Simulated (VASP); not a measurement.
# RbBr (P4/mmm) in VASP: settings compared

Aim: see how the results for RbBr move with the level of theory and the settings. Levels: PBE, r2SCAN, HSE06. Tasks: single point.

Program: VASP 6.6.1. These are calculated values, not measurements. Logs are shortened: lines on timing, memory, paths and dates and some standing lists are left out, and cuts for length are marked.

**1. The cell of the first run**

It takes space group P4/mmm (No. 123, tetragonal). Conventional cell: a = 4.124 Å, b = 4.124 Å, c = 3.972 Å, α = 90.00°, β = 90.00°, γ = 90.00°. Rb (site symmetry 4/mmm) has 8 Br at 3.53 Å and 6 Rb at 3.97 to 4.12 Å within 4.6 Å. Within 4.6 Å of Br (site symmetry 4/mmm) lie 8 Rb at 3.53 Å and 6 Br at 3.97 to 4.12 Å.

**2. Single point, PBE (uniaxial z strain -3.7%)**

Input file INCAR:

```
PREC = Accurate
ENCUT = 520
EDIFF = 1E-6
ISMEAR = -1
SIGMA = 0.02
LREAL = False
LASPH = True
NELM = 80
ALGO = Normal
ISIF = 2
LWAVE = False
LCHARG = True
GGA = PE
LELF = True
LVHAR = True
NBANDS = 15
```

Input file KPOINTS:

```
regular mesh
0
Gamma
  6 6 6
```

Input file POSCAR:

```
RbBr
1.0
    4.1242532581      0.0000000000      0.0000000000
    0.0000000000      4.1242532581      0.0000000000
    0.0000000000      0.0000000000      3.9724807382
Rb Br
1 1
Direct
    0.0000000000      0.0000000000      0.0000000000
    0.5000000000      0.5000000000      0.5000000000
```

Potentials or basis: VASP PAW PBE potentials, release 64 (Rb_sv, Br).

Run with:

```console
$ cat potpaw_PBE.64/Rb_sv/POTCAR potpaw_PBE.64/Br/POTCAR > POTCAR
$ mpirun -np 1 vasp_std > vasp.out
```

OUTCAR:

```text
PREC = Accurate
   ENCUT = 520
   EDIFF = 1E-6
   ISMEAR = -1
   LREAL = False
   LASPH = True
   NELM = 80
   ISIF = 2
   GGA = PE

 ion  position               nearest neighbor table
   1  0.000  0.000  0.000-   2 3.53   2 3.53   2 3.53   2 3.53   2 3.53   2 3.53   2 3.53   2 3.53

   2  0.500  0.500  0.500-   1 3.53   1 3.53   1 3.53   1 3.53   1 3.53   1 3.53   1 3.53   1 3.53

  LATTYP: Found a simple tetragonal cell.
 ALAT       =     4.1242532581
 C/A-ratio  =     0.9632000000

  Lattice vectors:

 A1 = (   4.1242532581,   0.0000000000,   0.0000000000)
 A2 = (   0.0000000000,   4.1242532581,   0.0000000000)
 A3 = (   0.0000000000,   0.0000000000,   3.9724807382)

Analysis of symmetry for initial positions (statically):
=====================================================================
 Subroutine PRICEL returns:
 Original cell was already a primitive cell.

 Routine SETGRP: Setting up the symmetry group for a
 simple tetragonal supercell.

 Subroutine GETGRP returns: Found 16 space group operations
 (whereof 16 operations were pure point group operations)
 out of a pool of 16 trial point group operations.

The static configuration has the point symmetry D_4h.

Analysis of symmetry for dynamics (positions and initial velocities):
=====================================================================
 Subroutine PRICEL returns:
 Original cell was already a primitive cell.

 Routine SETGRP: Setting up the symmetry group for a
 simple tetragonal supercell.

 Subroutine GETGRP returns: Found 16 space group operations
 (whereof 16 operations were pure point group operations)
 out of a pool of 16 trial point group operations.

The dynamic configuration has the point symmetry D_4h.

 Subroutine INISYM returns: Found 16 space group operations
 (whereof 16 operations are pure point group operations),
 and found     1 'primitive' translations

----------------------------------------------------------------------------------------

                                     Primitive cell

  volume of cell :      67.5698

  direct lattice vectors                    reciprocal lattice vectors
     4.124253258  0.000000000  0.000000000     0.242468136  0.000000000  0.000000000
     0.000000000  4.124253258  0.000000000     0.000000000  0.242468136  0.000000000
     0.000000000  0.000000000  3.972480738     0.000000000  0.000000000  0.251731869

  length of vectors
     4.124253258  4.124253258  3.972480738     0.242468136  0.242468136  0.251731869

  position of ions in fractional coordinates (direct lattice)
     0.000000000  0.000000000  0.000000000
     0.500000000  0.500000000  0.500000000
[... 89 lines left out ...]
   NUPDOWN=      -1.0000    fix difference up-down
   EMIN   =  10.00;   EMAX   =-10.00  energy-range for DOS
   EFERMI =   0.00;   METHOD = LEGACY
   ISMEAR =    -1;   SIGMA  =   0.02  broadening in eV -4-tet -1-fermi 0-gaus
   EFERMI_NEDOS =   21; number of points for ismear=-14 and -15
   IALGO  =     38    algorithm
   IMIX   =      4    mixing-type and parameters
     AMIX     =   0.40;   BMIX     =  1.00
     AMIX_MAG =   1.60;   BMIX_MAG =  1.00
  volume/ion in A,a.u.               =      33.78       227.99
  Fermi-wavevector in a.u.,A,eV,Ry     =   1.012816  1.913945 13.956813  1.025797
  Thomas-Fermi vector in A             =   2.145948
   LORBIT       =      0    0 simple, 1 ext, 2 COOP (PROOUT), +10 PAW based schemes
   GGA     = PE    functional components
   LHFCALC =     F    Hartree Fock is set to
   AEXX    =    0.0000 exact exchange contribution
   IVDW    =     0    specifies the selected vdW correction
   LEPSILON=     F    determine dielectric tensor
   LRPA    =     F    only Hartree local field effects (RPA)
 non-spin polarized calculation
  energy-cutoff  :      520.00
  volume of cell :       67.57
 maximum number of plane-waves:      1846
 NGX is ok and might be reduce to    32
   NGX = 15   NGY = 15   NGZ = 15

 number of electron      16.0000000 magnetization

 Free energy of the ion-electron system (eV)
  ---------------------------------------------------
  ext. energy  EPLUGINS =         0.00000000
  ---------------------------------------------------
  free energy    TOTEN  =        -5.96941535 eV

  energy without entropy =       -5.96941535  energy(sigma->0) =       -5.96941535

 E-fermi :   0.0901     XC(G=0):  -8.0960

 val. band max:       -0.3485226567   @ k =   0.5000   0.5000   0.0000
 cond. band min:       3.7314376919   @ k =   0.0000   0.0000   0.0000
 fundamental gap:      4.0799603486
 Fermi energy:         0.0900993747

 k-point     1 :       0.0000    0.0000    0.0000
  band No.  band energies     occupation
      1     -25.5295      2.00000
      2     -13.1554      2.00000
      3      -9.5170      2.00000
      4      -9.5170      2.00000
      5      -9.4776      2.00000
      6      -0.6893      2.00000
      7      -0.6893      2.00000
      8      -0.4871      2.00000
      9       3.7314      0.00000
     10       4.9848      0.00000
     11       5.1458      0.00000
     12       9.3383      0.00000
     13       9.6816      0.00000
     14       9.6816      0.00000
[... 401 lines left out ...]
      2     -12.9945      2.00000
      3      -9.7987      2.00000
      4      -9.7586      2.00000
      5      -9.4280      2.00000
      6      -1.7218      2.00000
      7      -1.3999      2.00000
      8      -0.5993      2.00000
      9       5.3444      0.00000
     10       5.9516      0.00000
     11       7.7123      0.00000
     12       7.8745      0.00000
     13       8.8820      0.00000
     14      10.1641      0.00000
     15      11.1322      0.00000

 [... further k-points ...]

------------------------ aborting loop because EDIFF is reached ----------------------------------------

  FORCE on cell =-STRESS in cart. coord.  units (eV):
  Direction    XX          YY          ZZ          XY          YZ          ZX
  --------------------------------------------------------------------------------------
  -------------------------------------------------------------------------------------
  Total        0.5034163      0.5034163      1.0013256      0.0000000      0.0000000      0.0000000
  in kB       11.9367299     11.9367299     23.7428829      0.0000000      0.0000000      0.0000000
  external PRESSURE =      15.8721142 kB  Pullay stress =       0.0000000 kB

 VOLUME and BASIS-vectors are now :
 -----------------------------------------------------------------------------
  energy-cutoff  :      520.00
  volume of cell :       67.57
      direct lattice vectors                 reciprocal lattice vectors
     4.124253258  0.000000000  0.000000000     0.242468136  0.000000000  0.000000000
     0.000000000  4.124253258  0.000000000     0.000000000  0.242468136  0.000000000
     0.000000000  0.000000000  3.972480738     0.000000000  0.000000000  0.251731869

 POSITION                                       TOTAL-FORCE (eV/Angst)
 -----------------------------------------------------------------------------------
      0.00000      0.00000      0.00000         0.000000      0.000000      0.000000
      2.06213      2.06213      1.98624         0.000000      0.000000      0.000000
 -----------------------------------------------------------------------------------
    total drift:                                0.000000      0.000000     -0.000000

  FREE ENERGIE OF THE ION-ELECTRON SYSTEM (eV)
  ---------------------------------------------------
  free  energy   TOTEN  =        -5.9694153459 eV

  energy  without entropy=       -5.9694153459  energy(sigma->0) =       -5.96941535
```

stdout:

```text
POSCAR found type information on POSCAR RbBr
 POSCAR found :  2 types and       2 ions
 scaLAPACK will be used
 LDA part: xc-table for (Slater+PW92), standard interpolation
 POSCAR, INCAR and KPOINTS ok, starting setup
 FFT: planning ... GRIDC
 FFT: planning ... GRID_SOFT
 FFT: planning ... GRID
 WAVECAR not read
 entering main loop
```

Run time: 12 s. Hardware: 1 thread of Intel Xeon 6975P-C (Granite Rapids), shared host; peak memory 0.2 GiB.

Results:

```yaml
Free_energy: -5.9694 eV
Pressure: 1.6 GPa
Band_gap_on_the_k_mesh: 4.08 eV (least direct gap 4.22 eV)
```

Stress tensor (GPa, compression positive):
```
1.19 0.00 0.00
0.00 1.19 0.00
0.00 0.00 2.37
```

Levels at points of the mesh, in eV from the valence-band top:
```csv
k point,band 4,band 5,band 6,band 7,band 8,band 9,band 10,band 11,band 12,band 13
"(0.00, 0.00, 0.00)",-9.17,-9.13,-0.34,-0.34,-0.14,4.08,5.33,5.49,9.69,10.03
"(0.50, 0.00, 0.00)",-9.12,-9.08,-1.94,-0.46,-0.22,6.71,7.13,7.67,8.63,9.94
"(0.50, 0.50, 0.00)",-9.49,-9.05,-1.21,-1.21,0.00,5.14,6.32,8.13,8.13,10.92
"(0.00, 0.00, 0.50)",-9.10,-9.10,-1.96,-0.41,-0.41,6.83,7.20,7.88,8.55,9.67
"(0.50, 0.00, 0.50)",-9.47,-9.07,-1.27,-1.17,-0.17,5.23,6.03,7.68,7.81,10.98
"(0.50, 0.50, 0.50)",-9.38,-9.38,-1.60,-1.53,-1.53,8.19,8.19,8.37,9.29,9.29
```

Caveat: the cell differs from its parent crystal (uniaxial z strain -3.7%). A k mesh can miss the band edges.

**3. Single point, r2SCAN (uniaxial z strain -3.7%)**

POSCAR is that of step 2.

Input file INCAR.step1:

```
PREC = Accurate ; ENCUT = 520
ISMEAR = 0 ; SIGMA = 0.01
LREAL = F ; LASPH = T
NELM = 100 ; NBANDS = 15
GGA = PE ; ALGO = Normal
EDIFF = 1E-4 ; LWAVE = T
LCHARG = F
```

Input file INCAR.step2:

```
PREC = Accurate ; ENCUT = 520
EDIFF = 1E-6 ; ISMEAR = 0
SIGMA = 0.01 ; LREAL = F
LASPH = T ; NELM = 100
ALGO = Normal ; ISIF = 2
LWAVE = F ; LCHARG = T
METAGGA = R2SCAN ; LMIXTAU = T
LELF = T ; LVHAR = T
NBANDS = 15 ; ISTART = 1
```

Input file KPOINTS:

```
Automatic mesh
0
Gamma
  6 6 6
```

Potentials or basis: VASP PAW PBE potentials, release 64 (Rb_sv, Br).

Run with:

```console
$ cat potpaw_PBE.64/Rb_sv/POTCAR potpaw_PBE.64/Br/POTCAR > POTCAR
$ cp INCAR.step1 INCAR
$ mpirun -np 1 vasp_std > vasp.out
$ cp INCAR.step2 INCAR
$ mpirun -np 1 vasp_std > vasp.out
```

It took 46 s on 1 thread of Intel Xeon 6975P-C (Granite Rapids), shared host; peak memory 0.2 GiB.

The run converged. Its results:

```
Free energy            : -31.0971 eV
Pressure               : 0.8 GPa
Band gap on the k mesh : 4.84 eV (least direct gap 4.98 eV)
```

Stress tensor (GPa, compression positive):
```
0.39 0.00 0.00
0.00 0.39 0.00
0.00 0.00 1.61
```

Levels at points of the mesh, in eV from the valence-band top:
```
           k point  band 6  band 7  band 8  band 9  band 10  band 11
(0.00, 0.00, 0.00)   -0.35   -0.35   -0.14    4.84     5.86     6.04
(0.50, 0.00, 0.00)   -1.93   -0.46   -0.22    7.29     7.85     8.39
(0.50, 0.50, 0.00)   -1.23   -1.23    0.00    5.77     7.04     8.83
(0.00, 0.00, 0.50)   -1.95   -0.41   -0.41    7.39     7.92     8.61
(0.50, 0.00, 0.50)   -1.29   -1.19   -0.18    5.84     6.71     8.37
(0.50, 0.50, 0.50)   -1.61   -1.54   -1.54    8.82     8.82     9.04
```

Caveat: the cell differs from its parent crystal (uniaxial z strain -3.7%); the PAW data sets were made with another functional, which shifts forces and pressure a little. A k mesh can miss the band edges.

**4. Single point, HSE06 (uniaxial z strain -3.7%)**

POSCAR is that of step 3.

Input file INCAR.step1:

```
ALGO = Normal
EDIFF = 1E-5
ENCUT = 520
GGA = PE
ISIF = 2
ISMEAR = 0
LASPH = True
LCHARG = False
LREAL = False
LWAVE = True
NBANDS = 15
NELM = 80
PREC = Accurate
SIGMA = 0.01
```

Input file INCAR.step2:

```
ALGO = Normal
EDIFF = 1E-7
ENCUT = 520
GGA = PE
HFSCREEN = 0.2079
ISIF = 2
ISMEAR = 0
ISTART = 1
LASPH = True
LCHARG = False
LHFCALC = True
LREAL = False
LWAVE = False
NBANDS = 15
NELM = 80
PREC = Accurate
PRECFOCK = Normal
SIGMA = 0.01
```

Input file KPOINTS:

```
k-points
0
Gamma
  4 4 4
```

Run with:

```console
$ cat potpaw_PBE.64/Rb_sv/POTCAR potpaw_PBE.64/Br/POTCAR > POTCAR
$ cp INCAR.step1 INCAR
$ mpirun -np 1 vasp_std > vasp.out
$ cp INCAR.step2 INCAR
$ mpirun -np 1 vasp_std > vasp.out
```

Wall time 5.3 min (1 thread of Intel Xeon 6975P-C (Granite Rapids), shared host); peak memory 0.3 GiB.

It converged, with:

```
Free energy            : -6.9460 eV
Pressure               : 1.2 GPa
Band gap on the k mesh : 5.27 eV (least direct gap 5.42 eV)
```

Stress tensor (GPa, compression positive):
```
0.81 0.00 0.00
0.00 0.81 0.00
0.00 0.00 2.04
```

Levels at points of the mesh, in eV from the valence-band top:
| k point | band 6 | band 7 | band 8 | band 9 | band 10 | band 11 |
| --- | --- | --- | --- | --- | --- | --- |
| (0.00, 0.00, 0.00) | -0.36 | -0.36 | -0.15 | 5.27 | 6.50 | 6.68 |
| (0.50, 0.00, 0.00) | -2.04 | -0.48 | -0.23 | 8.00 | 8.36 | 9.00 |
| (0.50, 0.50, 0.00) | -1.30 | -1.30 | 0.00 | 6.33 | 7.58 | 9.47 |
| (0.00, 0.00, 0.50) | -2.07 | -0.43 | -0.43 | 8.12 | 8.43 | 9.21 |
| (0.50, 0.00, 0.50) | -1.37 | -1.26 | -0.18 | 6.41 | 7.27 | 9.00 |
| (0.50, 0.50, 0.50) | -1.71 | -1.62 | -1.62 | 9.41 | 9.41 | 9.60 |

Caveat: the cell differs from its parent crystal (uniaxial z strain -3.7%); the PAW data sets were made with another functional, which shifts forces and pressure a little. A k mesh can miss the band edges.

**5. Overview**

```tsv
level	k mesh	smearing	grid for exact exchange (PRECFOCK)	share of exact exchange	screening parameter	gap on the mesh (eV)	pressure (GPa)
PBE	6 × 6 × 6	fermi-dirac 0.02 eV	-	-	-	4.08	1.6
r2SCAN	6 × 6 × 6	gaussian 0.01 eV	-	-	-	4.84	0.8
HSE06	4 × 4 × 4	gaussian 0.01 eV	Normal	0.25	0.2079 1/Å	5.27	1.2
```

Alike in all rows: task single point; potentials or basis VASP PAW PBE potentials, release 64 (Rb_sv, Br); no spin polarisation; cell as given; cutoff (eV) 520.

Caveats: the PAW data sets were made with another functional, which shifts forces and pressure a little (at least some runs).

Absolute energies hang on the potentials; compare differences alone.
